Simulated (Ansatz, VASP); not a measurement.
BeSn2S3: VASP beside Ansatz

```
Be Sn S
1.0
     3.64938    0.02376   -0.01934
    -0.04095    5.11029   -0.03406
    -1.76024   -2.16757    8.79870
Be Sn S
1 2 3
Direct
  0.37565 0.54371 0.83522
  0.68066 0.56263 0.44383
  0.99096 0.04480 0.06396
  0.49127 0.67601 0.06614
  0.82184 0.48218 0.72765
  0.13961 0.19067 0.36319
```

Change from the starting cell: the structure that the rattled cell fell into.

Alike in both runs: functional PBE; k mesh 8 × 6 × 4; occupations gaussian, width 0.02 eV; no spin polarisation.

Ansatz relaxed the structure, and its values are those at the end. VASP's run is a single point on that final structure, the one shown.

```csv
,VASP,Ansatz
version,VASP 6.6.1,Ansatz 0.2.0
potentials or method,"VASP PAW PBE potentials, release 64 (Be, Sn_d, S), cutoff 520 eV","scalar-relativistic, plane waves, PAW"
valence electrons in the cell,48,48
```

VASP gave:

- gap on the k mesh at the Fermi level (eV): 0.72
- least direct gap on the mesh (eV): 1.52
- pressure (GPa): 0.0
- rms of the force components (eV/Å): 0.007

Q: Estimate Ansatz's values.

A: gap on the k mesh at the Fermi level (eV): 0.72; least direct gap on the mesh (eV): 1.52; pressure (GPa): 0.0; rms of the force components (eV/Å): 0.002.
